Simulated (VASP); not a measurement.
Crystal: C.

```
CELL_PARAMETERS angstrom
0.00000 1.70932 1.79376
1.70932 0.00000 1.79376
1.70932 1.70932 0.00000
ATOMIC_POSITIONS crystal
C 0.50000 0.50000 0.50000
C 0.75000 0.75000 0.75000
```

This cell differs from its parent crystal: volume 5.241 Å^3 an atom, c/a of the conventional cell 1.0494.

Base run:

- Program: VASP 6.6.1
- Functional: LDA
- Potentials or basis: VASP PAW LDA potentials, release 64 (C_h)
- Cutoff: 910 eV
- k mesh: 12 × 12 × 12
- Occupations: gaussian, width 0.05 eV
- Spin: no spin polarisation

Its results: band gap on the k mesh 3.69 eV, indirect (least direct gap 5.32 eV); pressure 26.0 GPa.

**Question.** The run is repeated on the same cell with these changes: potentials or basis from VASP PAW LDA potentials, release 64 (C_h) to VASP PAW LDA potentials, release 64 (C); cutoff from 910 eV to 520 eV. What comes out?

**Answer.** Band gap on the k mesh 3.69 eV, indirect (least direct gap 5.32 eV); pressure 27.2 GPa.

Caveats: the cutoff is under 1.25 times the usual one of these potentials, so pressure, stress and relaxed cells hold a basis-set (Pulay) error (some runs).

A k mesh can miss the band edges.
